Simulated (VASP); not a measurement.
# Sr (Fm-3m) in VASP: notebook

Runs on Sr. Level: PBE. Tasks: single point.

Program: VASP 6.6.1. These are calculated values, not measurements. Logs are shortened: lines on timing, memory, paths and dates and some standing lists are left out, and cuts for length are marked.

## 1. The cell of the first run

The structure is cubic, space group Fm-3m (No. 225). Conventional cell: a = 6.080 Å, b = 6.080 Å, c = 6.080 Å, α = 90.00°, β = 90.00°, γ = 90.00°. Within 5.6 Å of Sr (site symmetry m-3m) lie 12 Sr at 4.30 Å.

## 2. Single point, PBE

Contents of INCAR:

```
SYSTEM = Sr
PREC     = Accurate       ! precision mode
ENCUT    = 500            ! plane-wave cutoff, eV
EDIFF    = 1E-6           ! SCF threshold, eV
ISMEAR   = 0              ! smearing method
SIGMA    = 0.05           ! smearing width, eV
LREAL    = .False.        ! projectors in reciprocal space
LASPH    = .True.         ! aspherical terms in the spheres
NELM     = 120            ! most SCF steps
ALGO     = Normal         ! electronic algorithm
ISIF     = 2              ! what is computed and relaxed
LWAVE    = .False.        ! write WAVECAR
LCHARG   = .False.        ! write CHGCAR
GGA      = PE             ! functional
NBANDS   = 11             ! bands
GGA_COMPAT= .False.
```

Contents of KPOINTS:

```
Automatic mesh
0
Gamma
  10 10 10
  0 0 0
```

Contents of POSCAR:

```
Sr
1.0
    0.0000000000      3.0400000000      3.0400000000
    3.0400000000      0.0000000000      3.0400000000
    3.0400000000      3.0400000000      0.0000000000
Sr
1
Direct
    0.0000000000      0.0000000000      0.0000000000
```

Potentials or basis: VASP PAW PBE potentials, release 64 (Sr_sv).

Started as:

```
cat potpaw_PBE.64/Sr_sv/POTCAR > POTCAR
mpirun -np 1 vasp_std > vasp.out
```

OUTCAR:

```text
SYSTEM = Sr
   PREC = Accurate
   ENCUT = 500
   EDIFF = 1E-6
   ISMEAR = 0
   LREAL = .False.
   LASPH = .True.
   NELM = 120
   ISIF = 2
   GGA = PE

 ion  position               nearest neighbor table
   1  0.000  0.000  0.000-

  LATTYP: Found a face centered cubic cell.
 ALAT       =     6.0800000000

  Lattice vectors:

 A1 = (   0.0000000000,   3.0400000000,   3.0400000000)
 A2 = (   3.0400000000,   0.0000000000,   3.0400000000)
 A3 = (   3.0400000000,   3.0400000000,   0.0000000000)

Analysis of symmetry for initial positions (statically):
=====================================================================
 Subroutine PRICEL returns:
 Original cell was already a primitive cell.

 Routine SETGRP: Setting up the symmetry group for a
 face centered cubic supercell.

 Subroutine GETGRP returns: Found 48 space group operations
 (whereof 48 operations were pure point group operations)
 out of a pool of 48 trial point group operations.

The static configuration has the point symmetry O_h .

Analysis of symmetry for dynamics (positions and initial velocities):
=====================================================================
 Subroutine PRICEL returns:
 Original cell was already a primitive cell.

 Routine SETGRP: Setting up the symmetry group for a
 face centered cubic supercell.

 Subroutine GETGRP returns: Found 48 space group operations
 (whereof 48 operations were pure point group operations)
 out of a pool of 48 trial point group operations.

The dynamic configuration has the point symmetry O_h .

 Subroutine INISYM returns: Found 48 space group operations
 (whereof 48 operations are pure point group operations),
 and found     1 'primitive' translations

----------------------------------------------------------------------------------------

                                     Primitive cell

  volume of cell :      56.1889

  direct lattice vectors                    reciprocal lattice vectors
     0.000000000  3.040000000  3.040000000    -0.164473684  0.164473684  0.164473684
     3.040000000  0.000000000  3.040000000     0.164473684 -0.164473684  0.164473684
     3.040000000  3.040000000  0.000000000     0.164473684  0.164473684 -0.164473684

  length of vectors
     4.299209230  4.299209230  4.299209230     0.284876778  0.284876778  0.284876778

  position of ions in fractional coordinates (direct lattice)
     0.000000000  0.000000000  0.000000000

  ion indices of the primitive-cell ions
   primitive index   ion index
                 1           1

----------------------------------------------------------------------------------------

 KPOINTS: Automatic mesh

Automatic generation of k-mesh.
 Grid dimensions read from file:
 generate k-points for:   10   10   10

 Generating k-lattice:

  Cartesian coordinates                     Fractional coordinates (reciprocal lattice)
    -0.016447368  0.016447368  0.016447368     0.100000000  0.000000000  0.000000000
     0.016447368 -0.016447368  0.016447368     0.000000000  0.100000000  0.000000000
     0.016447368  0.016447368 -0.016447368     0.000000000  0.000000000  0.100000000

  Length of vectors
     0.028487678  0.028487678  0.028487678

  Shift w.r.t. Gamma in fractional coordinates (k-lattice)
     0.000000000  0.000000000  0.000000000

 Subroutine IBZKPT returns following result:
 ===========================================

 Found     47 irreducible k-points:

 Following reciprocal coordinates:
            Coordinates               Weight
  0.000000  0.000000  0.000000      1.000000
  0.100000  0.000000  0.000000      8.000000
  0.200000  0.000000  0.000000      8.000000
  0.300000  0.000000  0.000000      8.000000
  0.400000  0.000000  0.000000      8.000000
  0.500000  0.000000  0.000000      4.000000
[... 16 lines left out ...]
  0.300000  0.300000  0.000000      6.000000
  0.400000  0.300000  0.000000     24.000000
 [... further k-points ...]
   k-points           NKPTS =     47   k-points in BZ     NKDIM =     47   number of bands    NBANDS=     11
   number of dos      NEDOS =    301   number of ions     NIONS =      1
   total plane-waves  NPLWV =  32768
   dimension x,y,z NGX =    32 NGY =   32 NGZ =   32
   dimension x,y,z NGXF=    64 NGYF=   64 NGZF=   64
   ions per type =               1
   NGX,Y,Z   is equivalent  to a cutoff of  12.37, 12.37, 12.37 a.u.
   NGXF,Y,Z  is equivalent  to a cutoff of  24.75, 24.75, 24.75 a.u.
 SYSTEM =  Sr
   PREC   = accura    normal or accurate (medium, high low for compatibility)
   ISTART =      0    job   : 0-new  1-cont  2-samecut
   ICHARG =      2    charge: 1-file 2-atom 10-const
   ISPIN  =      1    spin polarized calculation?
   LNONCOLLINEAR =      F non collinear calculations
   LSORBIT =      F    spin-orbit coupling
   LASPH  =      T    aspherical Exc in radial PAW
   ENCUT  =  500.0 eV  36.75 Ry    6.06 a.u.   7.84  7.84  7.84*2*pi/ulx,y,z
   NELM   =    120;   NELMIN=  2; NELMDL= -5     # of ELM steps
   EDIFF  = 0.1E-05   stopping-criterion for ELM
   LREAL  =      F    real-space projection
   EDIFFG = 0.1E-04   stopping-criterion for IOM
   NSW    =      0    number of steps for IOM
   IBRION =     -1    ionic relax: 0-MD 1-quasi-New 2-CG
   NFREE  =      0    steps in history (QN), initial steepest desc. (CG)
   ISIF   =      2    stress and relaxation
   ISYM   =      2    0-nonsym 1-usesym 2-fastsym
   POTIM  = 0.5000    time-step for ionic-motion
   TEBEG  =    0.0;   TEEND  =   0.0 temperature during run
   PSTRESS=    0.0 pullay stress
   NELECT =      10.0000    total number of electrons
   NUPDOWN=      -1.0000    fix difference up-down
   EMIN   =  10.00;   EMAX   =-10.00  energy-range for DOS
   EFERMI =   0.00;   METHOD = LEGACY
   ISMEAR =     0;   SIGMA  =   0.05  broadening in eV -4-tet -1-fermi 0-gaus
   EFERMI_NEDOS =   21; number of points for ismear=-14 and -15
   IALGO  =     38    algorithm
   IMIX   =      4    mixing-type and parameters
     AMIX     =   0.40;   BMIX     =  1.00
     AMIX_MAG =   1.60;   BMIX_MAG =  1.00
  volume/ion in A,a.u.               =      56.19       379.18
  Fermi-wavevector in a.u.,A,eV,Ry     =   0.920855  1.740164 11.537386  0.847974
  Thomas-Fermi vector in A             =   2.046207
   LORBIT       =      0    0 simple, 1 ext, 2 COOP (PROOUT), +10 PAW based schemes
   GGA     = PE    functional components
   LHFCALC =     F    Hartree Fock is set to
   AEXX    =    0.0000 exact exchange contribution
   IVDW    =     0    specifies the selected vdW correction
   LEPSILON=     F    determine dielectric tensor
   LRPA    =     F    only Hartree local field effects (RPA)
 non-spin polarized calculation
 Gauss-broadening in eV      SIGMA  =   0.05
  energy-cutoff  :      500.00
  volume of cell :       56.19
 maximum number of plane-waves:      1458
   NGX = 15   NGY = 15   NGZ = 15

 number of electron      10.0000000 magnetization

 Free energy of the ion-electron system (eV)
  ---------------------------------------------------
  ext. energy  EPLUGINS =         0.00000000
  ---------------------------------------------------
  free energy    TOTEN  =        -1.63528250 eV

  energy without entropy =       -1.63205512  energy(sigma->0) =       -1.63366881

 E-fermi :   1.5285     XC(G=0):  -7.2852

 val. band max:        1.5238422964   @ k =  -0.4000   0.2000   0.1000
 cond. band min:       1.5508627679   @ k =   0.5000   0.0000   0.0000
 fundamental gap:      0.0270204715
 Fermi energy:         1.5285368454

 k-point     1 :       0.0000    0.0000    0.0000
  band No.  band energies     occupation
      1     -35.1494      2.00000
      2     -17.0406      2.00000
      3     -17.0406      2.00000
      4     -17.0406      2.00000
      5      -2.1014      2.00000
      6       3.8314      0.00000
      7       3.8314      0.00000
      8       3.8314      0.00000
      9       5.2633      0.00000
     10       5.2633      0.00000
     11       8.5497      0.00000

 k-point     2 :       0.1000    0.0000    0.0000
  band No.  band energies     occupation
      1     -35.1482      2.00000
      2     -17.0583      2.00000
      3     -17.0430      2.00000
      4     -17.0430      2.00000
      5      -1.9442      2.00000
      6       3.5914      0.00000
      7       3.9032      0.00000
      8       3.9032      0.00000
      9       5.1702      0.00000
     10       5.1702      0.00000
     11       8.9412      0.00000

 k-point     3 :       0.2000    0.0000    0.0000
  band No.  band energies     occupation
      1     -35.1450      2.00000
      2     -17.1041      2.00000
      3     -17.0492      2.00000
      4     -17.0492      2.00000
      5      -1.4935      2.00000
      6       3.0598      0.00000
      7       4.0025      0.00000
      8       4.0025      0.00000
      9       5.1062      0.00000
     10       5.1062      0.00000
     11       8.6470      0.00000

 k-point     4 :       0.3000    0.0000    0.0000
  band No.  band energies     occupation
      1     -35.1412      2.00000
      2     -17.1599      2.00000
      3     -17.0569      2.00000
      4     -17.0569      2.00000
      5      -0.8167      2.00000
      6       2.4695      0.00000
      7       3.9073      0.00000
      8       3.9073      0.00000
      9       5.4258      0.00000
     10       5.4258      0.00000
     11       7.8134      0.00000
[... 239 lines left out ...]
 k-point    22 :      -0.2000    0.2000    0.0000
  band No.  band energies     occupation
      1     -35.1398      2.00000
      2     -17.1512      2.00000
      3     -17.0911      2.00000
      4     -17.0561      2.00000
      5      -0.5732      2.00000
      6       2.5633      0.00000
      7       3.2858      0.00000
      8       4.3528      0.00000
      9       4.6556      0.00000
     10       6.1088      0.00000
     11       8.1941      0.00000

 k-point    23 :       0.3000    0.3000    0.0000
  band No.  band energies     occupation
      1     -35.1385      2.00000
      2     -17.1545      2.00000
      3     -17.0839      2.00000
      4     -17.0839      2.00000
      5      -0.4163      2.00000
      6       2.3696      0.00000
      7       3.2058      0.00000
      8       4.7950      0.00000
      9       4.7950      0.00000
     10       5.8823      0.00000
     11       9.2990      0.00000

 k-point    24 :       0.4000    0.3000    0.0000
  band No.  band energies     occupation
      1     -35.1360      2.00000
      2     -17.1784      2.00000
      3     -17.0970      2.00000
      4     -17.0914      2.00000
      5       0.1415      2.00000
      6       2.1496      0.00000
      7       2.8379      0.00000
      8       4.9345      0.00000
      9       5.2704      0.00000
     10       6.1885      0.00000
     11       7.7774      0.00000

 [... further k-points ...]

------------------------ aborting loop because EDIFF is reached ----------------------------------------

  FORCE on cell =-STRESS in cart. coord.  units (eV):
  Direction    XX          YY          ZZ          XY          YZ          ZX
  --------------------------------------------------------------------------------------
  -------------------------------------------------------------------------------------
  Total       -0.1055537     -0.1055537     -0.1055537      0.0000000      0.0000000     -0.0000000
  in kB       -3.0097689     -3.0097689     -3.0097689      0.0000000      0.0000000     -0.0000000
  external PRESSURE =      -3.0097689 kB  Pullay stress =       0.0000000 kB

 VOLUME and BASIS-vectors are now :
 -----------------------------------------------------------------------------
  energy-cutoff  :      500.00
  volume of cell :       56.19
      direct lattice vectors                 reciprocal lattice vectors
     0.000000000  3.040000000  3.040000000    -0.164473684  0.164473684  0.164473684
     3.040000000  0.000000000  3.040000000     0.164473684 -0.164473684  0.164473684
     3.040000000  3.040000000  0.000000000     0.164473684  0.164473684 -0.164473684

 POSITION                                       TOTAL-FORCE (eV/Angst)
 -----------------------------------------------------------------------------------
      0.00000      0.00000      0.00000         0.000000      0.000000      0.000000
 -----------------------------------------------------------------------------------
    total drift:                                0.000000      0.000000      0.000000

  FREE ENERGIE OF THE ION-ELECTRON SYSTEM (eV)
  ---------------------------------------------------
  free  energy   TOTEN  =        -1.6352824981 eV

  energy  without entropy=       -1.6320551206  energy(sigma->0) =       -1.63366881
```

It took 19 s on 1 thread of AMD EPYC 7R43 (Zen 3), shared host; peak memory 0.15 GiB.

What came out:

```
Free energy            : -1.6353 eV
Pressure               : -0.3 GPa
Band gap on the k mesh : zero (bands 5 and 6 overlap by 0.05 eV)
```

(Continued in part 2 of 2.)
